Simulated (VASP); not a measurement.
A run of VASP 6.6.1:

INCAR

```
SYSTEM = GaN
  ALGO = Normal
  EDIFF = 1E-6
  ENCUT = 520
  GGA = PE
  ISIF = 2
  ISMEAR = 0
  LASPH = .True.
  LCHARG = .False.
  LREAL = .False.
  LWAVE = .False.
  NBANDS = 16
  NELM = 100
  PREC = Accurate
  SIGMA = 0.05
```

File KPOINTS:

```
k-points
0
Gamma
  10 10 10
  0 0 0
```

File POSCAR:

```
GaN
1.0
    0.0000000000      2.1971630923      2.3661756379
    2.1971630923      0.0000000000      2.3661756379
    2.1971630923      2.1971630923      0.0000000000
Ga N
1 1
Direct
    0.0000000000      0.0000000000      0.0000000000
    0.7500000000      0.7500000000      0.7500000000
```

Potentials or basis: VASP PAW PBE potentials, release 64 (Ga_d, N).

Command:

```sh
$ cat potpaw_PBE.64/Ga_d/POTCAR potpaw_PBE.64/N/POTCAR > POTCAR
$ mpirun -np 1 vasp_std > vasp.out
```

Hardware: 1 thread of AMD EPYC 9R45 96-Core Processor (Zen 5) (shared host).

Question: How long does it take, and how much memory?

Answer: Run time: 18 s on 1 thread of AMD EPYC 9R45 96-Core Processor (Zen 5) (shared host), peak memory 0.13 GiB. Counts: scf iterations 13, k points 102.
